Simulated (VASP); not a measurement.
Wanted: the native input for a VASP 6.6.1 run.

| Quantity | Value |
| --- | --- |
| Task | single point |
| Functional | r2SCAN |
| Potentials or basis | VASP PAW PBE potentials, release 64 (Ta_pv, N) |
| Cutoff | 520 eV |
| k mesh | 7 × 7 × 4 |
| Occupations | gaussian, width 0.05 eV |
| Spin | collinear spin, antiferromagnetic start |
| Starting moments | [2.0, -2.0, 0.0, 0.0] μB |
| Hubbard terms | Ta d U = 1.0 eV |
| Dipole correction | no |
| Further INCAR settings | ALGO = Normal; EDIFF = 1e-06; NBANDS = 28 |

The system is TaN.

```
CELL_PARAMETERS angstrom
3.05000 0.00000 0.00000
-1.52500 2.64138 0.00000
0.00000 0.00000 4.94000
ATOMIC_POSITIONS crystal
Ta 0.33333 0.66667 0.00000
Ta 0.66667 0.33333 0.50000
N 0.33333 0.66667 0.38500
N 0.66667 0.33333 0.88500
```

The input as run:

POSCAR

```
TaN
1.0
    3.0500020400      0.0000000000      0.0000000000
   -1.5250010200      2.6413792500      0.0000000000
    0.0000000000      0.0000000000      4.9400015300
Ta N
2 2
Direct
    0.3333333333      0.6666666667      0.0000000000
    0.6666666667      0.3333333333      0.5000000000
    0.3333333333      0.6666666667      0.3850000000
    0.6666666667      0.3333333333      0.8850000000
```

INCAR.step1

```
ALGO = Normal
EDIFF = 1E-4
ENCUT = 520
GGA = PE
ISMEAR = 0
ISPIN = 2
LASPH = True
LCHARG = False
LDAU = True
LDAUJ = 0 0
LDAUL = 2 -1
LDAUTYPE = 2
LDAUU = 1 0
LMAXMIX = 4
LREAL = False
LWAVE = True
MAGMOM = 2 -2 0 0
NBANDS = 28
NELM = 150
PREC = Accurate
SIGMA = 0.05
```

INCAR.step2

```
ALGO = Normal
EDIFF = 1E-6
ENCUT = 520
ISIF = 2
ISMEAR = 0
ISPIN = 2
ISTART = 1
LASPH = True
LCHARG = False
LDAU = True
LDAUJ = 0 0
LDAUL = 2 -1
LDAUPRINT = 1
LDAUTYPE = 2
LDAUU = 1 0
LMAXMIX = 4
LMIXTAU = True
LORBIT = 11
LREAL = False
LWAVE = False
MAGMOM = 2 -2 0 0
METAGGA = R2SCAN
NBANDS = 28
NELM = 150
PREC = Accurate
SIGMA = 0.05
```

KPOINTS

```
k-points
0
Gamma
  7 7 4
```

Potentials or basis: VASP PAW PBE potentials, release 64 (Ta_pv, N).

Launch:

```sh
$ cat potpaw_PBE.64/Ta_pv/POTCAR potpaw_PBE.64/N/POTCAR > POTCAR
$ cp INCAR.step1 INCAR
$ mpirun -np 1 vasp_std > vasp.out
$ cp INCAR.step2 INCAR
$ mpirun -np 1 vasp_std > vasp.out
```

It gave:

- Pressure: 142.4 GPa
- Largest force: 2.251 eV/Å
- Band gap on the k mesh: zero (filled and empty bands overlap)
- Net moment: 0.00 μB per cell
- Valence electrons inside the program's atomic spheres: Ta 9.81; N 4.10

Caveat: the PAW data sets were made with another functional, which shifts forces and pressure a little; spin-orbit coupling is left out, which moves the levels of the heavy elements.

Run time: 2.1 min on 1 thread of Intel(R) Xeon(R) Platinum 8259CL CPU @ 2.50GHz (Skylake/Cascade Lake), with other jobs on the host, peak memory 0.21 GiB.
